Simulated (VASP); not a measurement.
Input of a VASP 6.6.1 run:

Contents of INCAR:

```
SYSTEM = MgB2
ALGO = Normal
EDIFF = 1E-7
ENCUT = 520
GGA = PE
ISIF = 2
ISMEAR = 0
LASPH = .TRUE.
LCHARG = .FALSE.
LREAL = .FALSE.
LWAVE = .FALSE.
NBANDS = 11
NELM = 60
PREC = Accurate
SIGMA = 0.1
```

Contents of KPOINTS:

```
k-points
0
G
  15 15 12
  0 0 0
```

Contents of POSCAR:

```
MgB2
1.0
    2.9999244993      0.0000000000      0.0000000000
   -1.4999622496      2.5980108258      0.0000000000
    0.0000000000      0.0000000000      3.3723923641
Mg B
1 2
Direct
    0.0000000000      0.0000000000      0.0000000000
    0.3333333333      0.6666666667      0.5000000000
    0.6666666667      0.3333333333      0.5000000000
```

Potentials or basis: VASP PAW PBE potentials, release 64 (Mg, B).

Launch:

```bash
$ cat potpaw_PBE.64/Mg/POTCAR potpaw_PBE.64/B/POTCAR > POTCAR
$ mpirun -np 1 vasp_std > vasp.out
```

Question: Estimate the pressure.

Answer: 15.8 GPa.

Question: What does it give for the band gap on the k mesh?

Answer: Zero (bands 4 and 5 overlap by 4.18 eV).

Stress tensor (GPa, compression positive):
```
15.85  0.00  0.00
 0.00 15.85  0.00
 0.00  0.00 15.63
```

Caveat: the cell stands under pressure.
